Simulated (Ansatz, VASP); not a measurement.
One calculation of Ba4Cu3, two programs

```
Ba Cu
1.0
     6.08565    0.00000    0.00000
     0.00000    6.08565    0.00000
     0.00000    0.00000    6.08565
Ba Cu
4 3
Direct
  0.00000 0.50000 0.50000
  0.50000 0.00000 0.50000
  0.50000 0.50000 0.00000
  0.00000 0.00000 0.00000
  0.50000 0.00000 0.00000
  0.00000 0.50000 0.00000
  0.00000 0.00000 0.50000
```

Alike in both runs: task single point; functional PBE; k mesh 4 × 4 × 4; occupations gaussian, width 0.1 eV; no spin polarisation.

|  | VASP | Ansatz |
| --- | --- | --- |
| version | VASP 6.6.1 | Ansatz 0.2.0 |
| potentials or method | VASP PAW PBE potentials, release 64 (Ba_sv, Cu), cutoff 520 eV | scalar-relativistic, plane waves, PAW |
| valence electrons in the cell | 73 | 97 |

Ansatz gave:

* gap on the k mesh at the Fermi level (eV): none
* pressure (GPa): 6.5

Q: Which values does VASP return?

A: gap on the k mesh at the Fermi level (eV): none; pressure (GPa): 7.2.

A gap of «none» marks a metal or a gap that the smearing closes. VASP's potentials hold 73 valence electrons a cell and Ansatz's 97, so a difference there can come from the potentials and not from the codes.

Spin-orbit coupling is off throughout.
